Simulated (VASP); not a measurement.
# Mg2Cl3 (R-3m) in VASP: notebook, part 2 of 2

VASP 6.6.1.

## (5) Single point, PBE

This run uses another cell than the first one, of 23.01 Å³/atom.

Input file INCAR:

```
  PREC = Accurate
  ENCUT = 520
  EDIFF = 1E-6
  ISMEAR = 0
  SIGMA = 0.02
  LREAL = False
  LASPH = True
  NELM = 80
  ALGO = Normal
  ISIF = 2
  LWAVE = False
  LCHARG = False
  GGA = PE
  NBANDS = 36
```

Input file KPOINTS:

```
Automatic mesh
0
Gamma
  6 6 6
```

Input file POSCAR:

```
Mg2Cl3
1.0
    4.8578536966      2.8046831394      2.8149873157
   -4.8578536966      2.8046831394      2.8149873157
    0.0000000000     -5.6093662788      2.8149873157
Mg Cl
4 6
Direct
    0.5000000000      0.5000000000      0.0000000000
    0.0000000000      0.5000000000      0.5000000000
    0.5000000000      0.0000000000      0.5000000000
    0.0000000000      0.0000000000      0.0000000000
    0.2263302440      0.6242907691      0.2263302440
    0.2263302440      0.2263302440      0.6242907691
    0.6242907691      0.2263302440      0.2263302440
    0.7736697560      0.3757092309      0.7736697560
    0.3757092309      0.7736697560      0.7736697560
    0.7736697560      0.7736697560      0.3757092309
```

Potentials or basis: VASP PAW PBE potentials, release 64 (Mg, Cl).

Run with:

```sh
> cat potpaw_PBE.64/Mg/POTCAR potpaw_PBE.64/Cl/POTCAR > POTCAR
> mpirun -np 1 vasp_std > vasp.out
```

OUTCAR:

```text
PREC = Accurate
   ENCUT = 520
   EDIFF = 1E-6
   ISMEAR = 0
   LREAL = False
   LASPH = True
   NELM = 80
   ISIF = 2
   GGA = PE

 ion  position               nearest neighbor table
   1  0.500  0.500  0.000-   5 2.58   7 2.58   8 2.58   9 2.58   6 2.66  10 2.66
   2  0.000  0.500  0.500-   5 2.58   8 2.58   6 2.58  10 2.58   9 2.66   7 2.66
   3  0.500  0.000  0.500-   7 2.58   9 2.58   6 2.58  10 2.58   5 2.66   8 2.66
   4  0.000  0.000  0.000-
   5  0.226  0.624  0.226-   2 2.58   1 2.58   3 2.66
   6  0.226  0.226  0.624-   2 2.58   3 2.58   1 2.66
[... 1159 lines left out ...]
  external PRESSURE =      -2.1027289 kB  Pullay stress =       0.0000000 kB

 VOLUME and BASIS-vectors are now :
 -----------------------------------------------------------------------------
  energy-cutoff  :      520.00
  volume of cell :      230.12
      direct lattice vectors                 reciprocal lattice vectors
     4.857853697  2.804683139  2.814987316     0.102926113  0.059424419  0.118413796
    -4.857853697  2.804683139  2.814987316    -0.102926113  0.059424419  0.118413796
     0.000000000 -5.609366279  2.814987316     0.000000000 -0.118848838  0.118413796

 POSITION                                       TOTAL-FORCE (eV/Angst)
 -----------------------------------------------------------------------------------
      0.00000      2.80468      2.81499         0.000000     -0.000000     -0.000000
     -2.42893     -1.40234      2.81499         0.000000     -0.000000     -0.000000
      2.42893     -1.40234      2.81499         0.000000     -0.000000     -0.000000
      0.00000      0.00000      0.00000         0.000000     -0.000000     -0.000000
     -1.93323      1.11615      3.03160         0.001588     -0.000917      0.007025
      0.00000     -2.23231      3.03160         0.000000      0.001834      0.007025
      1.93323      1.11615      3.03160        -0.001588     -0.000917      0.007025
      1.93323     -1.11615      5.41336        -0.001588      0.000917     -0.007025
     -1.93323     -1.11615      5.41336         0.001588      0.000917     -0.007025
      0.00000      2.23231      5.41336         0.000000     -0.001834     -0.007025
 -----------------------------------------------------------------------------------
    total drift:                               -0.000000      0.000000     -0.000000

  FREE ENERGIE OF THE ION-ELECTRON SYSTEM (eV)
  ---------------------------------------------------
  free  energy   TOTEN  =       -30.6459236384 eV

  energy  without entropy=      -30.6459236384  energy(sigma->0) =      -30.64592364
```

OSZICAR:

```text
N       E                     dE             d eps       ncg     rms          rms(c)
DAV:   1     0.317066648619E+03    0.31707E+03   -0.20467E+04  2304   0.116E+03
DAV:   2     0.236229881633E+01   -0.31470E+03   -0.29979E+03  3132   0.204E+02
DAV:   3    -0.315419636240E+02   -0.33904E+02   -0.33653E+02  2928   0.759E+01
DAV:   4    -0.320773781968E+02   -0.53541E+00   -0.53470E+00  2768   0.114E+01
DAV:   5    -0.320877271268E+02   -0.10349E-01   -0.10346E-01  2880   0.165E+00    0.871E+00
DAV:   6    -0.308234974468E+02    0.12642E+01   -0.21593E+00  2616   0.515E+00    0.582E+00
DAV:   7    -0.306516609901E+02    0.17184E+00   -0.64790E-01  2728   0.286E+00    0.276E+00
DAV:   8    -0.306454577081E+02    0.62033E-02   -0.60495E-02  2776   0.112E+00    0.286E-01
DAV:   9    -0.306456073865E+02   -0.14968E-03   -0.30737E-03  2800   0.226E-01    0.164E-01
DAV:  10    -0.306459037166E+02   -0.29633E-03   -0.51555E-04  2720   0.113E-01    0.374E-02
DAV:  11    -0.306459216911E+02   -0.17975E-04   -0.26649E-05  2820   0.227E-02    0.161E-02
DAV:  12    -0.306459233725E+02   -0.16813E-05   -0.34992E-06  2752   0.844E-03    0.444E-03
DAV:  13    -0.306459236384E+02   -0.26588E-06   -0.67324E-07  1752   0.404E-03
   1 F= -.30645924E+02 E0= -.30645924E+02  d E =-.112475E-23
```

Wall time 7.3 min (1 thread of Oxide Virtual Turin-like, shared host); peak memory 0.4 GiB.

Results:

```
Free energy            : -30.6459 eV
Pressure               : -0.2 GPa
Largest force          : 0.007 eV/Å
Band gap on the k mesh : 0.47 eV (least direct gap 1.28 eV)
```

Forces on the atoms (eV/Å):
```
Mg   0.000  0.000  0.000
Mg   0.000  0.000  0.000
Mg   0.000  0.000  0.000
Mg   0.000  0.000  0.000
Cl   0.002 -0.001  0.007
Cl   0.000  0.002  0.007
Cl  -0.002 -0.001  0.007
Cl  -0.002  0.001 -0.007
Cl   0.002  0.001 -0.007
Cl   0.000 -0.002 -0.007
```

Caveat: semilocal functionals underestimate gaps, and a narrow one can read as zero.

## (6) Summary

```tsv
task	cell	k mesh	cutoff (eV)	smearing	gap on the mesh (eV)	pressure (GPa)	largest force (eV/Å)
single point	a = 5.877 Å, angles 101.4°, 10 atoms, atomic positions A	3 × 3 × 3	520	gaussian 0.1 eV	0.74	11.4	0.70
single point	a = 6.287 Å, angles 101.3°, 10 atoms, atomic positions B	3 × 3 × 3	520	gaussian 0.1 eV	0.86	-0.4	0.03
relaxation of cell and atoms	relaxed from a = 5.877 Å, angles 101.4°, 10 atoms, atomic positions A	3 × 3 × 3	600	gaussian 0.1 eV	0.86	0.1	0.02
single point	a = 6.276 Å, angles 101.4°, 10 atoms, atomic positions C	6 × 6 × 6	520	gaussian 0.02 eV	0.47	-0.2	0.01
```

Alike in all rows: level PBE; potentials or basis VASP PAW PBE potentials, release 64 (Mg, Cl); no spin polarisation.

Caveats: semilocal functionals underestimate gaps, and a narrow one can read as zero (at least some runs); the cell stands under pressure (at least some runs); the volume moved by over 15 % at a fixed basis, so the end points are rough (at least some runs).

Absolute energies hang on the potentials; compare differences alone.
